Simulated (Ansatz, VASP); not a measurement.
# Sn in VASP and in Ansatz

The input INCAR:

```
PREC = Accurate ; ENCUT = 520
EDIFF = 1E-6 ; ISMEAR = 0
SIGMA = 0.15 ; LREAL = False
LASPH = True ; NELM = 80
ALGO = Fast ; ISIF = 2
LWAVE = False ; LCHARG = True
GGA = PE ; IVDW = 12
LELF = True ; LVHAR = True
NBANDS = 21
```

Contents of KPOINTS:

```
regular mesh
0
Gamma
  18 18 12
```

POSCAR

```
Sn
1.0
   -1.7544065422      1.7546136957     -2.1674907473
   -1.7544065422      1.7546136957      2.1674907473
    3.5088130844      3.5092273914      0.0000000000
Sn
2
Direct
   -0.0000000125     -0.0000000125      0.0211586730
    0.5000000125      0.5000000125      0.4788413270
```

Input for Ansatz:

```yaml
crystal:
  lattice:
    - [-1.7544065422, 1.7546136957, -2.1674907473]
    - [-1.7544065422, 1.7546136957, 2.1674907473]
    - [3.5088130844, 3.5092273914, 0.0]
  atoms:
    - { symbol: Sn, position: [-1.25e-08, -1.25e-08, 0.021158673] }
    - { symbol: Sn, position: [0.5000000125, 0.5000000125, 0.478841327] }
basis:
  ecutwfc: 420
kpoints:
  mp_grid: { grid: [18, 18, 12] }
hamiltonian:
  xc: pbe
  dispersion: d3bj
scf:
  occupations: { method: gaussian, width: 0.15 }
output:
  forces: true
  stress: true
  eigenvalues: true
```

Change from the starting cell: mode 6 (102.9 1/cm) frozen in, largest displacement +0.105 Å.

Alike in both runs: task single point; functional PBE; dispersion D3(BJ); k mesh 18 × 18 × 12; occupations gaussian, width 0.15 eV; no spin polarisation.

|  | VASP | Ansatz |
| --- | --- | --- |
| version | VASP 6.6.1 | Ansatz 0.2.0 |
| potentials or method | VASP PAW PBE potentials, release 64 (Sn_d), cutoff 520 eV | scalar-relativistic, plane waves, PAW |
| valence electrons in the cell | 28 | 28 |

```tsv
	VASP	Ansatz	Ansatz less VASP
gap on the k mesh at the Fermi level (eV)	none	none	-
pressure (GPa)	0.8	0.9	+0.07
traceless stress, the component that is largest in VASP (GPa)	0.25	0.25	-0.004
rms of the force components (eV/Å)	0.276	0.275	-0.0014
```

Atom by atom the forces differ by 0.001 eV/Å (rms over components). A gap of «none» marks a metal or a gap that the smearing closes.
